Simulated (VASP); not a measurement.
# HfN (P6_3/mmc) in VASP: single point with PBEsol+D3(BJ)

Aim: the single point of HfN with PBEsol+D3(BJ).

Program: VASP 6.6.1. These are calculated values, not measurements. Logs are shortened: lines on timing, memory, paths and dates and some standing lists are left out, and cuts for length are marked.

### Step 1. The cell of the first run

Symmetry: P6_3/mmc, No. 194, hexagonal system. The conventional cell has a = 3.134 Å, b = 3.134 Å, c = 5.417 Å, α = 90.00°, β = 90.00°, γ = 120.00°. Within 3.0 Å of Hf (site symmetry -6m2) lie 6 N at 2.26 Å. Within 3.0 Å of N (site symmetry -3m) lie 6 Hf at 2.26 Å and 2 N at 2.71 Å.

### Step 2. Single point, PBEsol+D3(BJ)

INCAR reads:

```
SYSTEM = HfN
PREC = Accurate
ENCUT = 520
EDIFF = 1E-7
ISMEAR = 1
SIGMA = 0.1
LREAL = .FALSE.
LASPH = .TRUE.
NELM = 80
ALGO = Normal
ISIF = 2
LWAVE = .FALSE.
LCHARG = .FALSE.
GGA = PS
IVDW = 12
NBANDS = 23
```

KPOINTS reads:

```
regular mesh
0
G
  8 8 4
  0 0 0
```

POSCAR reads:

```
HfN
1.0
    3.1339080000      0.0000000000      0.0000000000
   -1.5669540000      2.7140439411      0.0000000000
    0.0000000000      0.0000000000      5.4167680000
Hf N
2 2
Direct
    0.6666666667      0.3333333333      0.7500000000
    0.3333333333      0.6666666667      0.2500000000
    0.0000000000      0.0000000000      0.0000000000
    0.0000000000      0.0000000000      0.5000000000
```

Potentials or basis: VASP PAW PBE potentials, release 64 (Hf_pv, N).

On the command line:

```bash
> cat potpaw_PBE.64/Hf_pv/POTCAR potpaw_PBE.64/N/POTCAR > POTCAR
> mpirun -np 1 vasp_std > vasp.out
```

OUTCAR:

```text
SYSTEM = HfN
   PREC = Accurate
   ENCUT = 520
   EDIFF = 1E-7
   ISMEAR = 1
   LREAL = .FALSE.
   LASPH = .TRUE.
   NELM = 80
   ISIF = 2
   GGA = PS
   IVDW = 12
 IVDW          = 12

 ion  position               nearest neighbor table
   1  0.667  0.333  0.750-   3 2.26   4 2.26   3 2.26   4 2.26   3 2.26   4 2.26   2 3.26   2 3.26
                             2 3.26   2 3.26   2 3.26   2 3.26
   2  0.333  0.667  0.250-   3 2.26   4 2.26   3 2.26   4 2.26   3 2.26   4 2.26   1 3.26   1 3.26
                             1 3.26   1 3.26   1 3.26   1 3.26
   3  0.000  0.000  0.000-   1 2.26   2 2.26   2 2.26   1 2.26   1 2.26   2 2.26
   4  0.000  0.000  0.500-   1 2.26   2 2.26   2 2.26   1 2.26   1 2.26   2 2.26

  LATTYP: Found a hexagonal cell.
 ALAT       =     3.1339080000
 C/A-ratio  =     1.7284387417

  Lattice vectors:

 A1 = (   3.1339080000,   0.0000000000,   0.0000000000)
 A2 = (  -1.5669540000,   2.7140439411,   0.0000000000)
 A3 = (   0.0000000000,   0.0000000000,   5.4167680000)

Analysis of symmetry for initial positions (statically):
=====================================================================
 Subroutine PRICEL returns:
 Original cell was already a primitive cell.

 Routine SETGRP: Setting up the symmetry group for a
 hexagonal supercell.

 Subroutine GETGRP returns: Found 24 space group operations
 (whereof 12 operations were pure point group operations)
 out of a pool of 24 trial point group operations.

The static configuration has the point symmetry D_3d.
 The point group associated with its full space group is D_6h.

Analysis of symmetry for dynamics (positions and initial velocities):
=====================================================================
 Subroutine PRICEL returns:
 Original cell was already a primitive cell.

 Routine SETGRP: Setting up the symmetry group for a
 hexagonal supercell.

 Subroutine GETGRP returns: Found 24 space group operations
 (whereof 12 operations were pure point group operations)
 out of a pool of 24 trial point group operations.

The dynamic configuration has the point symmetry D_3d.
 The point group associated with its full space group is D_6h.

 Subroutine INISYM returns: Found 24 space group operations
 (whereof 12 operations are pure point group operations),
 and found     1 'primitive' translations

----------------------------------------------------------------------------------------

                                     Primitive cell

  volume of cell :      46.0727

  direct lattice vectors                    reciprocal lattice vectors
     3.133908000  0.000000000  0.000000000     0.319090414  0.184226936  0.000000000
    -1.566954000  2.714043941  0.000000000     0.000000000  0.368453872  0.000000000
     0.000000000  0.000000000  5.416768000     0.000000000  0.000000000  0.184611931

  length of vectors
     3.133908000  3.133908000  5.416768000     0.368453872  0.368453872  0.184611931

  position of ions in fractional coordinates (direct lattice)
     0.666666667  0.333333333  0.750000000
     0.333333333  0.666666667  0.250000000
     0.000000000  0.000000000  0.000000000
     0.000000000  0.000000000  0.500000000

  ion indices of the primitive-cell ions
   primitive index   ion index
                 1           1
                 2           2
                 3           3
                 4           4

----------------------------------------------------------------------------------------

 KPOINTS: regular mesh

Automatic generation of k-mesh.
 Grid dimensions read from file:
 generate k-points for:    8    8    4

 Generating k-lattice:

  Cartesian coordinates                     Fractional coordinates (reciprocal lattice)
     0.039886302  0.023028367  0.000000000     0.125000000  0.000000000  0.000000000
     0.000000000  0.046056734  0.000000000     0.000000000  0.125000000  0.000000000
     0.000000000  0.000000000  0.046152983     0.000000000  0.000000000  0.250000000

  Length of vectors
     0.046056734  0.046056734  0.046152983

  Shift w.r.t. Gamma in fractional coordinates (k-lattice)
     0.000000000  0.000000000  0.000000000

 Subroutine IBZKPT returns following result:
 ===========================================

 Found     30 irreducible k-points:

 Following reciprocal coordinates:
            Coordinates               Weight
  0.000000  0.000000  0.000000      1.000000
  0.125000  0.000000  0.000000      6.000000
  0.250000  0.000000  0.000000      6.000000
  0.375000 -0.000000  0.000000      6.000000
  0.500000  0.000000  0.000000      3.000000
  0.125000  0.125000  0.000000      6.000000
[... 16 lines left out ...]
  0.250000  0.000000  0.500000      6.000000
  0.375000 -0.000000  0.500000      6.000000
 [... further k-points ...]
   k-points           NKPTS =     30   k-points in BZ     NKDIM =     30   number of bands    NBANDS=     23
   number of dos      NEDOS =    301   number of ions     NIONS =      4
   total plane-waves  NPLWV =  23040
   dimension x,y,z NGX =    24 NGY =   24 NGZ =   40
   dimension x,y,z NGXF=    48 NGYF=   48 NGZF=   80
   ions per type =               2   2
   NGX,Y,Z   is equivalent  to a cutoff of  12.73, 12.73, 12.28 a.u.
   NGXF,Y,Z  is equivalent  to a cutoff of  25.46, 25.46, 24.55 a.u.
 SYSTEM =  HfN
   PREC   = accura    normal or accurate (medium, high low for compatibility)
   ISTART =      0    job   : 0-new  1-cont  2-samecut
   ICHARG =      2    charge: 1-file 2-atom 10-const
   ISPIN  =      1    spin polarized calculation?
   LNONCOLLINEAR =      F non collinear calculations
   LSORBIT =      F    spin-orbit coupling
   LASPH  =      T    aspherical Exc in radial PAW
   ENCUT  =  520.0 eV  38.22 Ry    6.18 a.u.   5.83  5.83 10.07*2*pi/ulx,y,z
   NELM   =     80;   NELMIN=  2; NELMDL= -5     # of ELM steps
   EDIFF  = 0.1E-06   stopping-criterion for ELM
   LREAL  =      F    real-space projection
   EDIFFG = 0.1E-05   stopping-criterion for IOM
   NSW    =      0    number of steps for IOM
   IBRION =     -1    ionic relax: 0-MD 1-quasi-New 2-CG
   NFREE  =      0    steps in history (QN), initial steepest desc. (CG)
   ISIF   =      2    stress and relaxation
   ISYM   =      2    0-nonsym 1-usesym 2-fastsym
   POTIM  = 0.5000    time-step for ionic-motion
   TEBEG  =    0.0;   TEEND  =   0.0 temperature during run
   PSTRESS=    0.0 pullay stress
   NELECT =      30.0000    total number of electrons
   NUPDOWN=      -1.0000    fix difference up-down
   EMIN   =  10.00;   EMAX   =-10.00  energy-range for DOS
   EFERMI =   0.00;   METHOD = LEGACY
   ISMEAR =     1;   SIGMA  =   0.10  broadening in eV -4-tet -1-fermi 0-gaus
   EFERMI_NEDOS =   21; number of points for ismear=-14 and -15
   IALGO  =     38    algorithm
   IMIX   =      4    mixing-type and parameters
     AMIX     =   0.40;   BMIX     =  1.00
     AMIX_MAG =   1.60;   BMIX_MAG =  1.00
  volume/ion in A,a.u.               =      11.52        77.73
  Fermi-wavevector in a.u.,A,eV,Ry     =   1.418951  2.681429 27.394277  2.013423
  Thomas-Fermi vector in A             =   2.540023
   LORBIT       =      0    0 simple, 1 ext, 2 COOP (PROOUT), +10 PAW based schemes
   GGA     = PS    functional components
   LHFCALC =     F    Hartree Fock is set to
   AEXX    =    0.0000 exact exchange contribution
   IVDW    =    12    specifies the selected vdW correction
   LEPSILON=     F    determine dielectric tensor
   LRPA    =     F    only Hartree local field effects (RPA)
 non-spin polarized calculation
 Methfessel and Paxton  Order N= 1 SIGMA  =   0.10
  energy-cutoff  :      520.00
  volume of cell :       46.07
 maximum number of plane-waves:      1275
 NGX is ok and might be reduce to    24
   NGX = 11   NGY = 11   NGZ = 21

 number of electron      30.0000001 magnetization

 Free energy of the ion-electron system (eV)
  ---------------------------------------------------
  ext. energy  EPLUGINS =         0.00000000
  ---------------------------------------------------
  free energy    TOTEN  =       -45.82724699 eV

  energy without entropy =      -45.82175483  energy(sigma->0) =      -45.82541627

 E-fermi :   7.5876     XC(G=0): -12.9043

 val. band max:        7.5632719092   @ k =   0.3750   0.1250   0.5000
 cond. band min:       7.5953572096   @ k =   0.1250   0.0000   0.0000
 fundamental gap:      0.0320853004
 Fermi energy:         7.5876299281

 k-point     1 :       0.0000    0.0000    0.0000
  band No.  band energies     occupation
      1     -23.8855      2.00000
      2     -23.0148      2.00000
      3     -22.9151      2.00000
      4     -22.9151      2.00000
      5     -22.8536      2.00000
      6     -22.8536      2.00000
[... 15 lines left out ...]
     22      13.4005      0.00000
     23      13.4005      0.00000

 k-point     2 :       0.1250    0.0000    0.0000
  band No.  band energies     occupation
      1     -23.8299      2.00000
      2     -23.0488      2.00000
      3     -23.0202      2.00000
      4     -22.9794      2.00000
      5     -22.9555      2.00000
      6     -22.8671      2.00000
[... 15 lines left out ...]
     22      12.8584      0.00000
     23      13.3483      0.00000

 k-point     3 :       0.2500    0.0000    0.0000
  band No.  band energies     occupation
      1     -23.6836      2.00000
      2     -23.3744      2.00000
      3     -23.2534      2.00000
      4     -23.0437      2.00000
      5     -23.0416      2.00000
      6     -22.9097      2.00000
[... 15 lines left out ...]
     22      12.9059      0.00000
     23      13.1341      0.00000
[... 495 lines left out ...]
 k-point    23 :       0.2500    0.0000    0.5000
  band No.  band energies     occupation
      1     -23.5116      2.00000
      2     -23.5116      2.00000
      3     -23.1709      2.00000
      4     -23.1709      2.00000
      5     -22.9762      2.00000
      6     -22.9762      2.00000
[... 15 lines left out ...]
     22      12.8808      0.00000
     23      14.1215      0.00000

 k-point    24 :       0.3750   -0.0000    0.5000
  band No.  band energies     occupation
      1     -23.6970      2.00000
      2     -23.6970      2.00000
      3     -23.1975      2.00000
      4     -23.1975      2.00000
      5     -23.0399      2.00000
      6     -23.0399      2.00000
[... 15 lines left out ...]
     22      13.2387      0.00000
     23      14.9912      0.00000

 [... further k-points ...]

------------------------ aborting loop because EDIFF is reached ----------------------------------------

 Edisp (eV)   -1.55360

 E8    (eV) :    -1.0904

  FORCE on cell =-STRESS in cart. coord.  units (eV):
  Direction    XX          YY          ZZ          XY          YZ          ZX
  --------------------------------------------------------------------------------------
  -------------------------------------------------------------------------------------
  Total      -2.71259    -2.71259    -2.84867     0.00000     0.00000     0.00000
  in kB     -94.33037   -94.33037   -99.06251     0.00000     0.00000     0.00000
  external pressure =      -95.91 kB  Pullay stress =        0.00 kB

 VOLUME and BASIS-vectors are now :
 -----------------------------------------------------------------------------
  energy-cutoff  :      520.00
  volume of cell :       46.07
      direct lattice vectors                 reciprocal lattice vectors
     3.133908000  0.000000000  0.000000000     0.319090414  0.184226936  0.000000000
    -1.566954000  2.714043941  0.000000000     0.000000000  0.368453872  0.000000000
     0.000000000  0.000000000  5.416768000     0.000000000  0.000000000  0.184611931

 POSITION                                       TOTAL-FORCE (eV/Angst)
 -----------------------------------------------------------------------------------
      1.56695      0.90468      4.06258         0.000000      0.000000      0.000000
     -0.00000      1.80936      1.35419         0.000000     -0.000000      0.000000
      0.00000      0.00000      0.00000        -0.000000      0.000000      0.000000
      0.00000      0.00000      2.70838        -0.000000      0.000000      0.000000
 -----------------------------------------------------------------------------------
    total drift:                               -0.000000      0.000000     -0.000000

  FREE ENERGIE OF THE ION-ELECTRON SYSTEM (eV)
  ---------------------------------------------------
  free  energy   TOTEN  =       -47.3808442269 eV

  energy  without entropy=      -47.3753520721  energy(sigma->0) =      -47.37901351
```

Run time: 67 s. Hardware: 1 thread of AMD EPYC 7R13, shared host; peak memory 0.16 GiB.

Results:

| Item | Value |
| --- | --- |
| Free energy | -47.3808 eV |
| Pressure | -9.6 GPa |
| Band gap on the k mesh | zero (band 15 reaches 9.62 eV, above the bottom of band 16 at 7.31 eV) |
| Dispersion energy per atom | -0.388 eV |

Stress tensor (GPa, compression positive):
```
-9.43  0.00  0.00
 0.00 -9.43  0.00
 0.00  0.00 -9.91
```

Caveat: three body term missing; the PAW data sets were made with another functional, which shifts forces and pressure a little; spin-orbit coupling is left out, which moves the levels of the heavy elements; pairwise dispersion overbinds metals, which lowers pressure and volume.
